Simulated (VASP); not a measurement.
# CuO (P4/nmm) in VASP: single point with PBE+U

Aim: the single point of CuO with PBE+U.

Everything below comes from runs of VASP 6.6.1. Logs are shortened: lines on timing, memory, paths and dates and some standing lists are left out, and cuts for length are marked.

## 1. The cell of the first run

Symmetry: P4/nmm, No. 129, tetragonal system. Conventional cell: a = 3.175 Å, b = 3.175 Å, c = 4.650 Å, α = 90.00°, β = 90.00°, γ = 90.00°. Cu (site symmetry -4m2) has 4 O at 2.02 Å and 4 Cu at 2.25 Å within 2.7 Å. O (site symmetry 4mm) has 4 Cu at 2.02 Å within 2.7 Å.

## 2. Single point, PBE+U, collinear spin

Input file INCAR:

```
SYSTEM = CuO
PREC     = Accurate       ! precision mode
ENCUT    = 520            ! plane-wave cutoff, eV
EDIFF    = 1E-7           ! SCF threshold, eV
ISMEAR   = 0              ! smearing method
SIGMA    = 0.05           ! smearing width, eV
LREAL    = .False.        ! projectors in reciprocal space
LASPH    = .True.         ! aspherical terms in the spheres
NELM     = 150            ! most SCF steps
ALGO     = Normal         ! electronic algorithm
ISIF     = 2              ! what is computed and relaxed
LWAVE    = .False.        ! write WAVECAR
LCHARG   = .False.        ! write CHGCAR
ISPIN    = 2              ! spin polarisation
MAGMOM   = 1 1 0 0        ! initial moments
LORBIT   = 11             ! projections on sites
LMAXMIX  = 4              ! l up to which the mixer works
LDAU     = .True.         ! DFT+U
LDAUTYPE = 2            
LDAUL    = 2 -1           ! shell
LDAUU    = 2 0            ! U, eV
LDAUJ    = 0 0          
LDAUPRINT= 1            
GGA      = PE             ! functional
NBANDS   = 29             ! bands
```

Input file KPOINTS:

```
Automatic mesh
0
Gamma
  6 6 4
  0 0 0
```

Input file POSCAR:

```
CuO
1.0
    3.1754955000      0.0000000000      0.0000000000
    0.0000000000      3.1754955000      0.0000000000
    0.0000000000      0.0000000000      4.6495318700
Cu O
2 2
Direct
    0.0000000000      0.0000000000      0.0000000000
    0.5000000000      0.5000000000      0.0000000000
    0.5000000000      0.0000000000      0.2670000000
    0.0000000000      0.5000000000      0.7330000000
```

Potentials or basis: VASP PAW PBE potentials, release 64 (Cu, O).

Launch:

```sh
$ cat potpaw_PBE.64/Cu/POTCAR potpaw_PBE.64/O/POTCAR > POTCAR
$ mpirun -np 1 vasp_std > vasp.out
```

OUTCAR:

```text
SYSTEM = CuO
   PREC = Accurate
   ENCUT = 520
   EDIFF = 1E-7
   ISMEAR = 0
   LREAL = .False.
   LASPH = .True.
   NELM = 150
   ISIF = 2
   ISPIN = 2
   LORBIT = 11
   GGA = PE

 ion  position               nearest neighbor table
   1  0.000  0.000  0.000-   3 2.02   4 2.02   4 2.02   3 2.02   2 2.25   2 2.25   2 2.25   2 2.25

   2  0.500  0.500  0.000-   3 2.02   4 2.02   3 2.02   4 2.02   1 2.25   1 2.25   1 2.25   1 2.25

   3  0.500  0.000  0.267-   1 2.02   2 2.02   2 2.02   1 2.02
   4  0.000  0.500  0.733-   1 2.02   2 2.02   1 2.02   2 2.02

  LATTYP: Found a simple tetragonal cell.
 ALAT       =     3.1754955000
 C/A-ratio  =     1.4641909806

  Lattice vectors:

 A1 = (   3.1754955000,   0.0000000000,   0.0000000000)
 A2 = (   0.0000000000,   3.1754955000,   0.0000000000)
 A3 = (   0.0000000000,   0.0000000000,   4.6495318700)

Analysis of symmetry for initial positions (statically):
=====================================================================
 Subroutine PRICEL returns:
 Original cell was already a primitive cell.

 Routine SETGRP: Setting up the symmetry group for a
 simple tetragonal supercell.

 Subroutine GETGRP returns: Found 16 space group operations
 (whereof  8 operations were pure point group operations)
 out of a pool of 16 trial point group operations.

The static configuration has the point symmetry D_2d.
 The point group associated with its full space group is D_4h.

Analysis of symmetry for dynamics (positions and initial velocities):
=====================================================================
 Subroutine PRICEL returns:
 Original cell was already a primitive cell.

 Routine SETGRP: Setting up the symmetry group for a
 simple tetragonal supercell.

 Subroutine GETGRP returns: Found 16 space group operations
 (whereof  8 operations were pure point group operations)
 out of a pool of 16 trial point group operations.

The dynamic configuration has the point symmetry D_2d.
 The point group associated with its full space group is D_4h.

Analysis of structural, dynamic, and magnetic symmetry:
=====================================================================
 Subroutine PRICEL returns:
 Original cell was already a primitive cell.

 Routine SETGRP: Setting up the symmetry group for a
 simple tetragonal supercell.

 Subroutine GETGRP returns: Found 16 space group operations
 (whereof  8 operations were pure point group operations)
 out of a pool of 16 trial point group operations.

The overall configuration has the point symmetry D_2d.
 The point group associated with its full space group is D_4h.

 Subroutine INISYM returns: Found 16 space group operations
 (whereof  8 operations are pure point group operations),
 and found     1 'primitive' translations

----------------------------------------------------------------------------------------

                                     Primitive cell

  volume of cell :      46.8848

  direct lattice vectors                    reciprocal lattice vectors
     3.175495500  0.000000000  0.000000000     0.314911484  0.000000000  0.000000000
     0.000000000  3.175495500  0.000000000     0.000000000  0.314911484  0.000000000
     0.000000000  0.000000000  4.649531870     0.000000000  0.000000000  0.215075416

  length of vectors
     3.175495500  3.175495500  4.649531870     0.314911484  0.314911484  0.215075416

  position of ions in fractional coordinates (direct lattice)
     0.000000000  0.000000000  0.000000000
     0.500000000  0.500000000  0.000000000
     0.500000000  0.000000000  0.267000000
     0.000000000  0.500000000  0.733000000

  ion indices of the primitive-cell ions
   primitive index   ion index
                 1           1
                 2           2
                 3           3
                 4           4

----------------------------------------------------------------------------------------

 KPOINTS: Automatic mesh

[... 100 lines left out ...]
   LEPSILON=     F    determine dielectric tensor
   LRPA    =     F    only Hartree local field effects (RPA)
 spin polarized calculation
 Gauss-broadening in eV      SIGMA  =   0.05
  energy-cutoff  :      520.00
  volume of cell :       46.88
 maximum number of plane-waves:      1288
 NGX is ok and might be reduce to    24
   NGX = 11   NGY = 11   NGZ = 17

atom =   1  type =  1  l = 2

 onsite density matrix

spin component  1

  0.9655 -0.0000  0.0000 -0.0000 -0.0000
 -0.0000  0.9788  0.0000  0.0000  0.0000
  0.0000  0.0000  0.9679  0.0000 -0.0000
 -0.0000  0.0000  0.0000  0.9788  0.0000
 -0.0000  0.0000 -0.0000  0.0000  0.9758

spin component  2

  0.9141  0.0000  0.0000  0.0000  0.0000
  0.0000  0.8316 -0.0000  0.0000 -0.0000
  0.0000 -0.0000  0.9223 -0.0000  0.0000
  0.0000  0.0000 -0.0000  0.8316 -0.0000
  0.0000 -0.0000  0.0000 -0.0000  0.9097

 occupancies and eigenvectors

  o =  0.8316  v =  0.0000  0.0000  0.0000  0.0000  0.0000  0.0000  0.9919 -0.0000  0.1270  0.0000      0.0000  0.0000  0.0000  0.0000  0.0000  0.0000  0.0000  0.0000  0.0000  0.0000
  o =  0.8316  v =  0.0000  0.0000  0.0000  0.0000  0.0000  0.0000  0.1270 -0.0000 -0.9919 -0.0000      0.0000  0.0000  0.0000  0.0000  0.0000  0.0000  0.0000  0.0000  0.0000  0.0000
  o =  0.9097  v =  0.0000  0.0000  0.0000  0.0000  0.0000  0.0000  0.0000 -0.0000  0.0000 -1.0000      0.0000  0.0000  0.0000  0.0000  0.0000  0.0000  0.0000  0.0000  0.0000  0.0000
  o =  0.9141  v =  0.0000  0.0000  0.0000  0.0000  0.0000  1.0000  0.0000  0.0000  0.0000  0.0000      0.0000  0.0000  0.0000  0.0000  0.0000  0.0000  0.0000  0.0000  0.0000  0.0000
  o =  0.9223  v =  0.0000  0.0000  0.0000  0.0000  0.0000  0.0000 -0.0000 -1.0000 -0.0000 -0.0000      0.0000  0.0000  0.0000  0.0000  0.0000  0.0000  0.0000  0.0000  0.0000  0.0000
  o =  0.9655  v =  1.0000  0.0000  0.0000  0.0000  0.0000  0.0000  0.0000  0.0000  0.0000  0.0000      0.0000  0.0000  0.0000  0.0000  0.0000  0.0000  0.0000  0.0000  0.0000  0.0000
  o =  0.9679  v =  0.0000 -0.0000 -1.0000 -0.0000  0.0000  0.0000  0.0000  0.0000  0.0000  0.0000      0.0000  0.0000  0.0000  0.0000  0.0000  0.0000  0.0000  0.0000  0.0000  0.0000
  o =  0.9758  v =  0.0000  0.0000 -0.0000  0.0000 -1.0000  0.0000  0.0000  0.0000  0.0000  0.0000      0.0000  0.0000  0.0000  0.0000  0.0000  0.0000  0.0000  0.0000  0.0000  0.0000
  o =  0.9788  v =  0.0000 -0.7539 -0.0000  0.6570 -0.0000  0.0000  0.0000  0.0000  0.0000  0.0000      0.0000  0.0000  0.0000  0.0000  0.0000  0.0000  0.0000  0.0000  0.0000  0.0000
  o =  0.9788  v =  0.0000  0.6570 -0.0000  0.7539  0.0000  0.0000  0.0000  0.0000  0.0000  0.0000      0.0000  0.0000  0.0000  0.0000  0.0000  0.0000  0.0000  0.0000  0.0000  0.0000

atom =   2  type =  1  l = 2

 onsite density matrix

spin component  1

  0.9655 -0.0000  0.0000 -0.0000 -0.0000
 -0.0000  0.9788 -0.0000  0.0000  0.0000
  0.0000 -0.0000  0.9679  0.0000 -0.0000
 -0.0000  0.0000  0.0000  0.9788 -0.0000
 -0.0000  0.0000 -0.0000 -0.0000  0.9758

spin component  2

  0.9141 -0.0000  0.0000  0.0000  0.0000
 -0.0000  0.8316  0.0000  0.0000 -0.0000
  0.0000  0.0000  0.9223 -0.0000 -0.0000
  0.0000  0.0000 -0.0000  0.8316  0.0000
  0.0000 -0.0000 -0.0000  0.0000  0.9097

 occupancies and eigenvectors

  o =  0.8316  v =  0.0000  0.0000  0.0000  0.0000  0.0000  0.0000 -0.7723 -0.0000 -0.6352 -0.0000      0.0000  0.0000  0.0000  0.0000  0.0000  0.0000  0.0000  0.0000  0.0000  0.0000
  o =  0.8316  v =  0.0000  0.0000  0.0000  0.0000  0.0000  0.0000  0.6352  0.0000 -0.7723  0.0000      0.0000  0.0000  0.0000  0.0000  0.0000  0.0000  0.0000  0.0000  0.0000  0.0000
  o =  0.9097  v =  0.0000  0.0000  0.0000  0.0000  0.0000  0.0000 -0.0000  0.0000  0.0000  1.0000      0.0000  0.0000  0.0000  0.0000  0.0000  0.0000  0.0000  0.0000  0.0000  0.0000
  o =  0.9141  v =  0.0000  0.0000  0.0000  0.0000  0.0000  1.0000  0.0000  0.0000  0.0000  0.0000      0.0000  0.0000  0.0000  0.0000  0.0000  0.0000  0.0000  0.0000  0.0000  0.0000
  o =  0.9223  v =  0.0000  0.0000  0.0000  0.0000  0.0000  0.0000 -0.0000  1.0000  0.0000 -0.0000      0.0000  0.0000  0.0000  0.0000  0.0000  0.0000  0.0000  0.0000  0.0000  0.0000
  o =  0.9655  v =  1.0000  0.0000  0.0000  0.0000  0.0000  0.0000  0.0000  0.0000  0.0000  0.0000      0.0000  0.0000  0.0000  0.0000  0.0000  0.0000  0.0000  0.0000  0.0000  0.0000
  o =  0.9679  v =  0.0000 -0.0000  1.0000  0.0000 -0.0000  0.0000  0.0000  0.0000  0.0000  0.0000      0.0000  0.0000  0.0000  0.0000  0.0000  0.0000  0.0000  0.0000  0.0000  0.0000
  o =  0.9758  v =  0.0000  0.0000  0.0000  0.0000  1.0000  0.0000  0.0000  0.0000  0.0000  0.0000      0.0000  0.0000  0.0000  0.0000  0.0000  0.0000  0.0000  0.0000  0.0000  0.0000
  o =  0.9788  v =  0.0000 -1.0000 -0.0000  0.0000  0.0000  0.0000  0.0000  0.0000  0.0000  0.0000      0.0000  0.0000  0.0000  0.0000  0.0000  0.0000  0.0000  0.0000  0.0000  0.0000
  o =  0.9788  v =  0.0000  0.0000 -0.0000  1.0000 -0.0000  0.0000  0.0000  0.0000  0.0000  0.0000      0.0000  0.0000  0.0000  0.0000  0.0000  0.0000  0.0000  0.0000  0.0000  0.0000

 number of electron      34.0000034 magnetization       2.0000854

 Free energy of the ion-electron system (eV)
  ---------------------------------------------------
  ext. energy  EPLUGINS =         0.00000000
  ---------------------------------------------------
  free energy    TOTEN  =       -14.85240101 eV

  energy without entropy =      -14.84910810  energy(sigma->0) =      -14.85075455

 E-fermi :   2.9774     XC(G=0): -10.7090

 val. band max:        2.9689666080   @ k =   0.3333   0.0000   0.2500
 cond. band min:       2.9777546699   @ k =   0.3333   0.1667   0.0000
 fundamental gap:      0.0087880620
 Fermi energy:         2.9774027745

 spin component 1

 k-point     1 :       0.0000    0.0000    0.0000
  band No.  band energies     occupation
      1     -15.8104      1.00000
      2     -15.0779      1.00000
      3      -3.6756      1.00000
      4      -2.9939      1.00000
      5      -2.5108      1.00000
      6      -2.5108      1.00000
[... 1529 lines left out ...]
     28      22.3043      0.00000
     29      23.9206      0.00000

 [... further k-points ...]

------------------------ aborting loop because EDIFF is reached ----------------------------------------

  FORCE on cell =-STRESS in cart. coord.  units (eV):
  Direction    XX          YY          ZZ          XY          YZ          ZX
  --------------------------------------------------------------------------------------
  -------------------------------------------------------------------------------------
  Total        8.2381330      8.2381330     -2.0959943      0.0000000      0.0000000      0.0000000
  in kB      281.5186343    281.5186343    -71.6256287      0.0000000      0.0000000      0.0000000
  external PRESSURE =     163.8038800 kB  Pullay stress =       0.0000000 kB

 VOLUME and BASIS-vectors are now :
 -----------------------------------------------------------------------------
  energy-cutoff  :      520.00
  volume of cell :       46.88
      direct lattice vectors                 reciprocal lattice vectors
     3.175495500  0.000000000  0.000000000     0.314911484  0.000000000  0.000000000
     0.000000000  3.175495500  0.000000000     0.000000000  0.314911484  0.000000000
     0.000000000  0.000000000  4.649531870     0.000000000  0.000000000  0.215075416

 POSITION                                       TOTAL-FORCE (eV/Angst)
 -----------------------------------------------------------------------------------
      0.00000      0.00000      0.00000         0.000000     -0.000000      0.000000
      1.58775      1.58775      0.00000         0.000000      0.000000      0.000000
      1.58775      0.00000      1.24143        -0.000000      0.000000     -0.824807
      0.00000      1.58775      3.40811         0.000000      0.000000      0.824807
 -----------------------------------------------------------------------------------
    total drift:                                0.000000     -0.000000     -0.000000

  FREE ENERGIE OF THE ION-ELECTRON SYSTEM (eV)
  ---------------------------------------------------
  free  energy   TOTEN  =       -14.8524010058 eV

  energy  without entropy=      -14.8491080981  energy(sigma->0) =      -14.85075455

 total charge

# of ion       s       p       d       tot
------------------------------------------
    1        0.414   0.489   9.253  10.155
    2        0.414   0.489   9.253  10.155
    3        1.590   3.259   0.000   4.850
    4        1.590   3.259   0.000   4.850
--------------------------------------------------
tot          4.008   7.496  18.506  30.010

 magnetization (x)

# of ion       s       p       d       tot
------------------------------------------
    1       -0.018  -0.007   0.458   0.433
    2       -0.018  -0.007   0.458   0.433
    3        0.006   0.492   0.000   0.498
    4        0.006   0.492   0.000   0.498
--------------------------------------------------
tot         -0.024   0.970   0.916   1.863
```

Wall time 1.7 min (1 thread of AMD EPYC 7R43 (Zen 3), shared host); peak memory 0.17 GiB.

What came out:

```yaml
Free_energy: -14.8524 eV
Pressure: 16.4 GPa
Largest_force: 0.825 eV/Å
Band_gap_on_the_k_mesh: zero (filled and empty bands overlap)
Net_moment: 2.00 μB per cell
Site_moments: Cu +0.43; O +0.50 μB
Valence_electrons_inside_the_program's_atomic_spheres: Cu 10.15; O 4.85
```

Forces on the atoms (eV/Å):
```
Cu   0.000  0.000  0.000
Cu   0.000  0.000  0.000
O    0.000  0.000 -0.825
O    0.000  0.000  0.825
```

Eigenvalues of the final occupation matrices:
```
    site  spin  trace               eigenvalues
site 1 d     1   4.87  0.97 0.97 0.98 0.98 0.98
site 1 d     2   4.41  0.83 0.83 0.91 0.91 0.92
site 2 d     1   4.87  0.97 0.97 0.98 0.98 0.98
site 2 d     2   4.41  0.83 0.83 0.91 0.91 0.92
```

Caveat: the cell stands under pressure.
